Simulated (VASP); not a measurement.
# InSb (I-4m2) in VASP: further runs, part 2 of 2

VASP 6.6.1. The steps go on from the part before.

## 4. Electric field gradients, PBE (equal xx and yy strain of -1 %)

Contents of INCAR:

```
SYSTEM = InSb
  ALGO = Normal
  EDIFF = 1E-8
  ENCUT = 400
  GGA = PE
  GGA_COMPAT = .FALSE.
  ISIF = 2
  ISMEAR = -1
  LASPH = .TRUE.
  LCHARG = .FALSE.
  LEFG = .TRUE.
  LREAL = .FALSE.
  LWAVE = .FALSE.
  NBANDS = 16
  NELM = 120
  PREC = Accurate
  SIGMA = 0.03
```

Contents of KPOINTS:

```
k-points
0
G
  10 10 10
  0 0 0
```

Contents of POSCAR:

```
InSb
1.0
    0.0000000000      3.2067090000      3.2391000000
    3.2067090000      0.0000000000      3.2391000000
    3.2067090000      3.2067090000      0.0000000000
In Sb
1 1
Direct
    0.0000000000      0.0000000000      0.0000000000
    0.7500000000      0.7500000000      0.7500000000
```

Potentials or basis: VASP PAW PBE potentials, release 64 (In_d, Sb).

On the command line:

```console
cat potpaw_PBE.64/In_d/POTCAR potpaw_PBE.64/Sb/POTCAR > POTCAR
mpirun -np 1 vasp_std > vasp.out
```

OUTCAR:

```text
SYSTEM = InSb
   EDIFF = 1E-8
   ENCUT = 400
   GGA = PE
   ISIF = 2
   ISMEAR = -1
   LASPH = .TRUE.
   LREAL = .FALSE.
   NELM = 120
   PREC = Accurate

 ion  position               nearest neighbor table
   1  0.000  0.000  0.000-   2 2.79   2 2.79   2 2.79   2 2.79
   2  0.750  0.750  0.750-   1 2.79   1 2.79   1 2.79   1 2.79

  LATTYP: Found a body centered tetragonal cell.
 ALAT       =     4.5349713584
 C/A-ratio  =     1.4284985479

  Lattice vectors:

 A1 = (  -3.2067090000,   0.0000000000,   3.2391000000)
 A2 = (   3.2067090000,   0.0000000000,   3.2391000000)
 A3 = (   0.0000000000,   3.2067090000,  -3.2391000000)

Analysis of symmetry for initial positions (statically):
=====================================================================
 Subroutine PRICEL returns:
 Original cell was already a primitive cell.

 Routine SETGRP: Setting up the symmetry group for a
 body centered tetragonal supercell.

 Subroutine GETGRP returns: Found  8 space group operations
 (whereof  8 operations were pure point group operations)
 out of a pool of 16 trial point group operations.

The static configuration has the point symmetry D_2d.

Analysis of symmetry for dynamics (positions and initial velocities):
=====================================================================
 Subroutine PRICEL returns:
 Original cell was already a primitive cell.

 Routine SETGRP: Setting up the symmetry group for a
 body centered tetragonal supercell.

 Subroutine GETGRP returns: Found  8 space group operations
 (whereof  8 operations were pure point group operations)
 out of a pool of 16 trial point group operations.

The dynamic configuration has the point symmetry D_2d.

 Subroutine INISYM returns: Found  8 space group operations
 (whereof  8 operations are pure point group operations),
 and found     1 'primitive' translations

----------------------------------------------------------------------------------------

                                     Primitive cell

  volume of cell :      66.6152

  direct lattice vectors                    reciprocal lattice vectors
     0.000000000  3.206709000  3.239100000    -0.155923097  0.155923097  0.154363867
     3.206709000  0.000000000  3.239100000     0.155923097 -0.155923097  0.154363867
     3.206709000  3.206709000  0.000000000     0.155923097  0.155923097 -0.154363867

  length of vectors
     4.557932801  4.557932801  4.534971358     0.269169515  0.269169515  0.269169515

  position of ions in fractional coordinates (direct lattice)
     0.000000000  0.000000000  0.000000000
     0.750000000  0.750000000  0.750000000

  ion indices of the primitive-cell ions
   primitive index   ion index
                 1           1
                 2           2

----------------------------------------------------------------------------------------

 KPOINTS: k-points

Automatic generation of k-mesh.
 Grid dimensions read from file:
 generate k-points for:   10   10   10

[... 65 lines left out ...]
   EDIFFG = 0.1E-06   stopping-criterion for IOM
   NSW    =      0    number of steps for IOM
   IBRION =     -1    ionic relax: 0-MD 1-quasi-New 2-CG
   NFREE  =      0    steps in history (QN), initial steepest desc. (CG)
   ISIF   =      2    stress and relaxation
   ISYM   =      2    0-nonsym 1-usesym 2-fastsym
   POTIM  = 0.5000    time-step for ionic-motion
   TEBEG  =    0.0;   TEEND  =   0.0 temperature during run
   PSTRESS=    0.0 pullay stress
   NELECT =      18.0000    total number of electrons
   NUPDOWN=      -1.0000    fix difference up-down
   EMIN   =  10.00;   EMAX   =-10.00  energy-range for DOS
   EFERMI =   0.00;   METHOD = LEGACY
   ISMEAR =    -1;   SIGMA  =   0.03  broadening in eV -4-tet -1-fermi 0-gaus
   EFERMI_NEDOS =   21; number of points for ismear=-14 and -15
   IALGO  =     38    algorithm
   IMIX   =      4    mixing-type and parameters
     AMIX     =   0.40;   BMIX     =  1.00
     AMIX_MAG =   1.60;   BMIX_MAG =  1.00
  volume/ion in A,a.u.               =      33.31       224.77
  Fermi-wavevector in a.u.,A,eV,Ry     =   1.058379  2.000046 15.240783  1.120166
  Thomas-Fermi vector in A             =   2.193686
   LORBIT       =      0    0 simple, 1 ext, 2 COOP (PROOUT), +10 PAW based schemes
   GGA     = PE    functional components
   LHFCALC =     F    Hartree Fock is set to
   AEXX    =    0.0000 exact exchange contribution
   IVDW    =     0    specifies the selected vdW correction
   LEPSILON=     F    determine dielectric tensor
   LRPA    =     F    only Hartree local field effects (RPA)
 non-spin polarized calculation
  energy-cutoff  :      400.00
  volume of cell :       66.62
 maximum number of plane-waves:      1243
 NGX is ok and might be reduce to    30
   NGX = 15   NGY = 15   NGZ = 15

 number of electron      18.0000013 magnetization

 Free energy of the ion-electron system (eV)
  ---------------------------------------------------
  ext. energy  EPLUGINS =         0.00000000
  ---------------------------------------------------
  free energy    TOTEN  =        -6.87438455 eV

  energy without entropy =       -6.87424520  energy(sigma->0) =       -6.87431487

 E-fermi :   5.3557     XC(G=0):  -8.7740

 val. band max:        5.3428010476   @ k =   0.0000   0.0000   0.0000
 cond. band min:       5.8982357244   @ k =   0.5000   0.0000   0.0000
 fundamental gap:      0.5554346768
 Fermi energy:         5.3556976348

 k-point     1 :       0.0000    0.0000    0.0000
  band No.  band energies     occupation
      1      -9.3276      2.00000
      2      -9.3255      2.00000
      3      -9.3255      2.00000
      4      -9.2358      2.00000
      5      -9.2346      2.00000
      6      -5.5249      2.00000
[... 433 lines left out ...]
      3      -9.2891      2.00000
      4      -9.2488      2.00000
      5      -9.2291      2.00000
      6      -4.1234      2.00000
[... 8 lines left out ...]
     15      15.0179      0.00000
     16      15.4682      0.00000

 [... further k-points ...]
[... 5 lines left out ...]
  --------------------------------------------------------------------------------------
  -------------------------------------------------------------------------------------
  Total        1.7757722      1.7757722      1.6694862      0.0000000     -0.0000000      0.0000000
  in kB       42.7094901     42.7094901     40.1531805      0.0000000     -0.0000000      0.0000000
  external PRESSURE =      41.8573869 kB  Pullay stress =       0.0000000 kB

 VOLUME and BASIS-vectors are now :
 -----------------------------------------------------------------------------
  energy-cutoff  :      400.00
  volume of cell :       66.62
      direct lattice vectors                 reciprocal lattice vectors
     0.000000000  3.206709000  3.239100000    -0.155923097  0.155923097  0.154363867
     3.206709000  0.000000000  3.239100000     0.155923097 -0.155923097  0.154363867
     3.206709000  3.206709000  0.000000000     0.155923097  0.155923097 -0.154363867

 POSITION                                       TOTAL-FORCE (eV/Angst)
 -----------------------------------------------------------------------------------
      0.00000      0.00000      0.00000        -0.000000     -0.000000      0.000000
      4.81006      4.81006      4.85865         0.000000      0.000000     -0.000000
 -----------------------------------------------------------------------------------
    total drift:                               -0.000001     -0.000001      0.000000

  FREE ENERGIE OF THE ION-ELECTRON SYSTEM (eV)
  ---------------------------------------------------
  free  energy   TOTEN  =        -6.8743845529 eV

  energy  without entropy=       -6.8742451970  energy(sigma->0) =       -6.87431487

 Electric field gradients (V/A^2)
---------------------------------------------------------------------
 ion       V_xx      V_yy      V_zz      V_xy      V_xz      V_yz
---------------------------------------------------------------------
   1       1.390     1.390    -2.780     0.001     0.000     0.000
   2      -1.202    -1.202     2.405     0.000     0.000     0.000
---------------------------------------------------------------------

 Electric field gradients after diagonalization (V/A^2)
 (convention: |V_zz| > |V_xx| > |V_yy|)
----------------------------------------------------------------------
 ion       V_xx      V_yy      V_zz     asymmetry (V_yy - V_xx)/ V_zz
----------------------------------------------------------------------
   1       1.391     1.389    -2.780       0.001
   2      -1.203    -1.202     2.405       0.000
----------------------------------------------------------------------

           NMR quadrupolar parameters

 Cq : quadrupolar parameter    Cq=e*Q*V_zz/h
 eta: asymmetry parameters     (V_yy - V_xx)/ V_zz
 Q  : nuclear electric quadrupole moment in mb (millibarn)
----------------------------------------------------------------------
 ion       Cq(MHz)       eta       Q (mb)
----------------------------------------------------------------------
   1      -0.007       0.001       1.000
   2       0.006       0.000       1.000
----------------------------------------------------------------------
```

stdout:

```text
POSCAR found type information on POSCAR InSb
 POSCAR found :  2 types and       2 ions
 scaLAPACK will be used
 LDA part: xc-table for (Slater+PW92), standard interpolation
 POSCAR, INCAR and KPOINTS ok, starting setup
 FFT: planning ... GRIDC
 FFT: planning ... GRID_SOFT
 FFT: planning ... GRID
 WAVECAR not read
 entering main loop
ion   1

ion   2
```

It took 2.2 min on 1 thread of Intel Xeon 8259CL, shared host; peak memory 0.22 GiB.

What came out:

- Free energy: -6.8744 eV
- Pressure: 4.2 GPa
- Band gap on the k mesh: zero (filled and empty bands touch)

Electric field gradients, principal values (V/Å²):
| atom | least | middle | greatest (by size) |
| --- | --- | --- | --- |
| 1 In | 1.389 | 1.391 | -2.780 |
| 2 Sb | -1.202 | -1.203 | 2.405 |

Caveat: the cell differs from its parent crystal (equal xx and yy strain of -1 %); without QUAD_EFG the Cq values of the log hold for a quadrupole moment of 1 mb, not for the nuclei; spin-orbit coupling is left out, which moves the levels of the heavy elements.
